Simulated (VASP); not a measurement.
# Cd (R-3m) in VASP: notebook

Cd is run at these levels: PBE; tasks: single point.

All numbers are computed with VASP 6.6.1; they aren't measurements. Logs are shortened: lines on timing, memory, paths and dates and some standing lists are left out, and cuts for length are marked.

## Step 1: The cell of the first run

The structure is trigonal, space group R-3m (No. 166). The conventional cell has a = 3.325 Å, b = 3.325 Å, c = 7.226 Å, α = 90.00°, β = 90.00°, γ = 120.00°. Cd (site symmetry -3m) has 12 Cd at 3.08 to 3.32 Å within 4.1 Å.

## Step 2: Single point, PBE

File INCAR:

```
ALGO = Fast ; EDIFF = 1E-6
ENCUT = 520 ; GGA = PE
ISIF = 2 ; ISMEAR = 0
LASPH = T ; LCHARG = F
LREAL = F ; LWAVE = F
NBANDS = 25 ; NELM = 80
PREC = Accurate ; SIGMA = 0.1
```

File KPOINTS:

```
k-points
0
Gamma
  15 15 6
```

File POSCAR:

```
Cd
1.0
    3.3247709869      0.0000000000      0.0000000000
   -1.6623854934      2.8793361364      0.0000000000
    0.0000000000      0.0000000000      7.2264038508
Cd
3
Direct
    0.0000000000      0.0000000000      0.0000000000
    0.6666666667      0.3333333333      0.3333333333
    0.3333333333      0.6666666667      0.6666666667
```

Potentials or basis: VASP PAW PBE potentials, release 64 (Cd).

Command:

```bash
cat potpaw_PBE.64/Cd/POTCAR > POTCAR
mpirun -np 1 vasp_std > vasp.out
```

OUTCAR:

```text
EDIFF = 1E-6
   ENCUT = 520
   GGA = PE
   ISIF = 2
   ISMEAR = 0
   LASPH = T
   LREAL = F
   NELM = 80
   PREC = Accurate

 ion  position               nearest neighbor table
   1  0.000  0.000  0.000-   2 3.08   3 3.08   3 3.08   2 3.08   2 3.08   3 3.08
   2  0.667  0.333  0.333-   1 3.08   1 3.08   1 3.08   3 3.08   3 3.08   3 3.08
   3  0.333  0.667  0.667-   1 3.08   1 3.08   1 3.08   2 3.08   2 3.08   2 3.08

  LATTYP: Found a hexagonal cell.
 ALAT       =     3.3247709869
 C/A-ratio  =     2.1735042441

  Lattice vectors:

 A1 = (   3.3247709869,   0.0000000000,   0.0000000000)
 A2 = (  -1.6623854934,   2.8793361364,   0.0000000000)
 A3 = (   0.0000000000,   0.0000000000,   7.2264038508)

Analysis of symmetry for initial positions (statically):
=====================================================================
 Subroutine PRICEL returns following result:

  LATTYP: Found a trigonal (rhomboedric) cell.
 ALAT       =     3.0801013507
 COS(alpha) =     0.4174094146

  Lattice vectors:

 A1 = (  -1.6623854931,  -0.9597787123,  -2.4088012841)
 A2 = (  -0.0000000001,   1.9195574244,  -2.4088012834)
 A3 = (   1.6623854933,  -0.9597787120,  -2.4088012834)

   3 primitive cells build up your supercell.

 Routine SETGRP: Setting up the symmetry group for a
 hexagonal supercell.

 Subroutine GETGRP returns: Found 12 space group operations
 (whereof 12 operations were pure point group operations)
 out of a pool of 24 trial point group operations.

The static configuration has the point symmetry D_3d.

Analysis of symmetry for dynamics (positions and initial velocities):
=====================================================================
 Subroutine PRICEL returns following result:

  LATTYP: Found a trigonal (rhomboedric) cell.
 ALAT       =     3.0801013507
 COS(alpha) =     0.4174094146

  Lattice vectors:

 A1 = (  -1.6623854931,  -0.9597787123,  -2.4088012841)
 A2 = (  -0.0000000001,   1.9195574244,  -2.4088012834)
 A3 = (   1.6623854933,  -0.9597787120,  -2.4088012834)

   3 primitive cells build up your supercell.

 Routine SETGRP: Setting up the symmetry group for a
 hexagonal supercell.

 Subroutine GETGRP returns: Found 12 space group operations
 (whereof 12 operations were pure point group operations)
 out of a pool of 24 trial point group operations.

The dynamic configuration has the point symmetry D_3d.

 Subroutine INISYM returns: Found 12 space group operations
 (whereof 12 operations are pure point group operations),
 and found     3 'primitive' translations

----------------------------------------------------------------------------------------

                                     Primitive cell

  volume of cell :      23.0598

  direct lattice vectors                    reciprocal lattice vectors
    -1.662385493 -0.959778712 -2.408801284    -0.300772596 -0.173651139 -0.138381416
    -0.000000000  1.919557424 -2.408801283     0.000000000  0.347302278 -0.138381416
     1.662385493 -0.959778712 -2.408801283     0.300772596 -0.173651139 -0.138381416

  length of vectors
     3.080101351  3.080101350  3.080101350     0.373855973  0.373855973  0.373855973

  position of ions in fractional coordinates (direct lattice)
     0.000000000  0.000000000  0.000000000

  ion indices of the primitive-cell ions
   primitive index   ion index
                 1           1

----------------------------------------------------------------------------------------

 KPOINTS: k-points

Automatic generation of k-mesh.
 Grid dimensions read from file:
 generate k-points for:   15   15    6

 Generating k-lattice:

  Cartesian coordinates                     Fractional coordinates (reciprocal lattice)
     0.020051506  0.011576743  0.000000000     0.066666667  0.000000000  0.000000000
     0.000000000  0.023153485  0.000000000     0.000000000  0.066666667  0.000000000
     0.000000000  0.000000000  0.023063569     0.000000000  0.000000000  0.166666667

  Length of vectors
     0.023153485  0.023153485  0.023063569

  Shift w.r.t. Gamma in fractional coordinates (k-lattice)
     0.000000000  0.000000000  0.000000000

 Subroutine IBZKPT returns following result:
 ===========================================

 Found    146 irreducible k-points:

 Following reciprocal coordinates:
            Coordinates               Weight
  0.000000  0.000000  0.000000      1.000000
  0.066667  0.000000  0.000000      6.000000
  0.133333  0.000000  0.000000      6.000000
  0.200000  0.000000  0.000000      6.000000
  0.266667  0.000000  0.000000      6.000000
  0.333333  0.000000  0.000000      6.000000
[... 16 lines left out ...]
  0.333333  0.200000  0.000000     12.000000
  0.400000  0.200000  0.000000      6.000000
 [... further k-points ...]
   k-points           NKPTS =    146   k-points in BZ     NKDIM =    146   number of bands    NBANDS=     25
   number of dos      NEDOS =    301   number of ions     NIONS =      3
   total plane-waves  NPLWV =  42336
   dimension x,y,z NGX =    28 NGY =   28 NGZ =   54
   dimension x,y,z NGXF=    56 NGYF=   56 NGZF=  108
   ions per type =               3
   NGX,Y,Z   is equivalent  to a cutoff of  14.00, 14.00, 12.42 a.u.
   NGXF,Y,Z  is equivalent  to a cutoff of  28.00, 28.00, 24.85 a.u.
 SYSTEM =  unknown system
   PREC   = accura    normal or accurate (medium, high low for compatibility)
   ISTART =      0    job   : 0-new  1-cont  2-samecut
   ICHARG =      2    charge: 1-file 2-atom 10-const
   ISPIN  =      1    spin polarized calculation?
   LNONCOLLINEAR =      F non collinear calculations
   LSORBIT =      F    spin-orbit coupling
   LASPH  =      T    aspherical Exc in radial PAW
   ENCUT  =  520.0 eV  38.22 Ry    6.18 a.u.   6.18  6.18 13.44*2*pi/ulx,y,z
   NELM   =     80;   NELMIN=  2; NELMDL= -5     # of ELM steps
   EDIFF  = 0.1E-05   stopping-criterion for ELM
   LREAL  =      F    real-space projection
[... 7 lines left out ...]
   TEBEG  =    0.0;   TEEND  =   0.0 temperature during run
   PSTRESS=    0.0 pullay stress
   NELECT =      36.0000    total number of electrons
   NUPDOWN=      -1.0000    fix difference up-down
   EMIN   =  10.00;   EMAX   =-10.00  energy-range for DOS
   EFERMI =   0.00;   METHOD = LEGACY
   ISMEAR =     0;   SIGMA  =   0.10  broadening in eV -4-tet -1-fermi 0-gaus
   EFERMI_NEDOS =   21; number of points for ismear=-14 and -15
   IALGO  =     68    algorithm
   IMIX   =      4    mixing-type and parameters
     AMIX     =   0.40;   BMIX     =  1.00
     AMIX_MAG =   1.60;   BMIX_MAG =  1.00
  volume/ion in A,a.u.               =      23.06       155.62
  Fermi-wavevector in a.u.,A,eV,Ry     =   1.316791  2.488374 23.591670  1.733939
  Thomas-Fermi vector in A             =   2.446878
   LORBIT       =      0    0 simple, 1 ext, 2 COOP (PROOUT), +10 PAW based schemes
   GGA     = PE    functional components
   LHFCALC =     F    Hartree Fock is set to
   AEXX    =    0.0000 exact exchange contribution
   IVDW    =     0    specifies the selected vdW correction
   LEPSILON=     F    determine dielectric tensor
   LRPA    =     F    only Hartree local field effects (RPA)
 non-spin polarized calculation
 RMM-DIIS sequential band-by-band and
 Gauss-broadening in eV      SIGMA  =   0.10
  energy-cutoff  :      520.00
  volume of cell :       69.18
 maximum number of plane-waves:      1884
 NGX is ok and might be reduce to    28
   NGX = 13   NGY = 13   NGZ = 27

 number of electron      36.0000001 magnetization

 Free energy of the ion-electron system (eV)
  ---------------------------------------------------
  ext. energy  EPLUGINS =         0.00000000
  ---------------------------------------------------
  free energy    TOTEN  =        -2.23000212 eV

  energy without entropy =       -2.22643313  energy(sigma->0) =       -2.22821762

 E-fermi :   2.4244     XC(G=0): -10.6910

 val. band max:        2.4068098446   @ k =   0.4000   0.0000   0.1667
 cond. band min:       2.4407355904   @ k =   0.3333   0.2667   0.0000
 fundamental gap:      0.0339257458
 Fermi energy:         2.4243573232

 k-point     1 :       0.0000    0.0000    0.0000
  band No.  band energies     occupation
      1      -6.8190      2.00000
      2      -6.8190      2.00000
      3      -6.7294      2.00000
      4      -6.7294      2.00000
      5      -6.5055      2.00000
      6      -6.5055      2.00000
[... 17 lines left out ...]
     24      13.3593      0.00000
     25      14.7180      0.00000

 k-point     2 :       0.0667    0.0000    0.0000
  band No.  band energies     occupation
      1      -6.8098      2.00000
      2      -6.8013      2.00000
      3      -6.7318      2.00000
      4      -6.7195      2.00000
      5      -6.5196      2.00000
      6      -6.4987      2.00000
[... 17 lines left out ...]
     24      14.1732      0.00000
     25      14.5018      0.00000

 k-point     3 :       0.1333    0.0000    0.0000
  band No.  band energies     occupation
      1      -6.8137      2.00000
      2      -6.7471      2.00000
      3      -6.7417      2.00000
      4      -6.6931      2.00000
      5      -6.5366      2.00000
      6      -6.5077      2.00000
[... 17 lines left out ...]
     24      12.5858      0.00000
     25      13.4228      0.00000

 k-point     4 :       0.2000    0.0000    0.0000
  band No.  band energies     occupation
      1      -6.8613      2.00000
      2      -6.7606      2.00000
      3      -6.6713      2.00000
      4      -6.6584      2.00000
      5      -6.6257      2.00000
      6      -6.5311      2.00000
[... 17 lines left out ...]
     24      10.5905      0.00000
     25      12.8288      0.00000
[... 477 lines left out ...]
 k-point    22 :       0.2667    0.2000    0.0000
  band No.  band energies     occupation
      1      -6.9755      2.00000
      2      -6.8757      2.00000
      3      -6.7831      2.00000
      4      -6.7663      2.00000
      5      -6.6477      2.00000
      6      -6.6104      2.00000
[... 17 lines left out ...]
     24       7.8691      0.00000
     25      10.3527      0.00000

 k-point    23 :       0.3333    0.2000    0.0000
  band No.  band energies     occupation
      1      -7.0482      2.00000
      2      -6.8714      2.00000
      3      -6.8265      2.00000
      4      -6.8126      2.00000
      5      -6.5758      2.00000
      6      -6.5519      2.00000
[... 17 lines left out ...]
     24       7.6074      0.00000
     25      10.9492      0.00000

 k-point    24 :       0.4000    0.2000    0.0000
  band No.  band energies     occupation
      1      -7.0734      2.00000
      2      -6.8496      2.00000
      3      -6.8496      2.00000
      4      -6.8413      2.00000
      5      -6.5331      2.00000
      6      -6.5331      2.00000
[... 17 lines left out ...]
     24       7.5095      0.00000
     25      11.2363      0.00000

 [... further k-points ...]

------------------------ aborting loop because EDIFF is reached ----------------------------------------

  FORCE on cell =-STRESS in cart. coord.  units (eV):
  Direction    XX          YY          ZZ          XY          YZ          ZX
  --------------------------------------------------------------------------------------
  -------------------------------------------------------------------------------------
  Total       -0.0024591     -0.0024591      0.1565512     -0.0000000      0.0000000      0.0000000
  in kB       -0.0569516     -0.0569516      3.6256906     -0.0000000      0.0000000      0.0000000
  external PRESSURE =       1.1705958 kB  Pullay stress =       0.0000000 kB

 VOLUME and BASIS-vectors are now :
 -----------------------------------------------------------------------------
  energy-cutoff  :      520.00
  volume of cell :       69.18
      direct lattice vectors                 reciprocal lattice vectors
     3.324770987  0.000000000  0.000000000     0.300772596  0.173651139  0.000000000
    -1.662385493  2.879336136  0.000000000     0.000000000  0.347302278  0.000000000
     0.000000000  0.000000000  7.226403851     0.000000000  0.000000000  0.138381416

 POSITION                                       TOTAL-FORCE (eV/Angst)
 -----------------------------------------------------------------------------------
      0.00000      0.00000      0.00000        -0.000000     -0.000000      0.000000
      1.66239      0.95978      2.40880        -0.000000      0.000000     -0.000000
     -0.00000      1.91956      4.81760         0.000000     -0.000000      0.000000
 -----------------------------------------------------------------------------------
    total drift:                               -0.000000      0.000000      0.000000

  FREE ENERGIE OF THE ION-ELECTRON SYSTEM (eV)
  ---------------------------------------------------
  free  energy   TOTEN  =        -2.2300021167 eV

  energy  without entropy=       -2.2264331281  energy(sigma->0) =       -2.22821762
```

Wall time 2.8 min (1 thread of Intel Xeon Platinum 8259CL at 2.50GHz (Skylake/Cascade Lake), shared host); peak memory 0.33 GiB.

Results:

```
Free energy            : -2.2300 eV
Pressure               : 0.1 GPa
Band gap on the k mesh : zero (band 18 reaches 3.91 eV, above the bottom of band 19 at 0.66 eV)
```

Levels at points of the mesh, in eV from the Fermi level:
| k point | band 16 | band 17 | band 18 | band 19 | band 20 | band 21 |
| --- | --- | --- | --- | --- | --- | --- |
| (0.00, 0.00, 0.00) | -8.34 | -4.96 | -4.96 | 5.11 | 5.11 | 10.93 |
| (0.00, 0.00, 0.50) | -7.55 | -7.55 | -1.41 | 0.11 | 10.43 | 10.43 |

## Step 3: Single point, PBE (strain along c alone, the other axes held: +2.0 %)

File INCAR:

```
SYSTEM = Cd
PREC = Accurate
ENCUT = 520
EDIFF = 1E-7
ISMEAR = 0
SIGMA = 0.1
LREAL = .False.
LASPH = .True.
NELM = 60
ALGO = Fast
ISIF = 2
LWAVE = .False.
LCHARG = .False.
GGA = PE
NBANDS = 25
```

File KPOINTS:

```
regular mesh
0
Gamma
  15 15 6
  0 0 0
```

POSCAR, as its differences from that of step 2:

```diff
@@ -4,3 +4,3 @@
    -1.6623854934      2.8793361364      0.0000000000
-    0.0000000000      0.0000000000      7.2264038508
+    0.0000000000      0.0000000000      7.3709319278
 Cd
```

Potentials or basis: VASP PAW PBE potentials, release 64 (Cd).

Command:

```bash
cat potpaw_PBE.64/Cd/POTCAR > POTCAR
mpirun -np 1 vasp_std > vasp.out
```

It took 3 min on 1 thread of Intel Xeon Platinum 8259CL at 2.50GHz (Skylake/Cascade Lake), shared host; peak memory 0.33 GiB.

The run converged. Its results:

```
Free energy            : -2.2260 eV
Pressure               : -0.8 GPa
Band gap on the k mesh : zero (band 18 reaches 3.71 eV, above the bottom of band 19 at 0.57 eV)
```

Stress tensor (GPa, compression positive):
```
-0.70  0.00  0.00
 0.00 -0.70  0.00
 0.00  0.00 -1.06
```

Levels at points of the mesh, in eV from the Fermi level:
| k point | band 16 | band 17 | band 18 | band 19 | band 20 | band 21 |
| --- | --- | --- | --- | --- | --- | --- |
| (0.00, 0.00, 0.00) | -8.20 | -4.95 | -4.95 | 4.70 | 4.70 | 11.03 |
| (0.00, 0.00, 0.50) | -7.43 | -7.43 | -1.46 | -0.18 | 10.54 | 10.54 |

Caveat: the cell differs from its parent crystal (strain along c alone, the other axes held: +2.0 %).
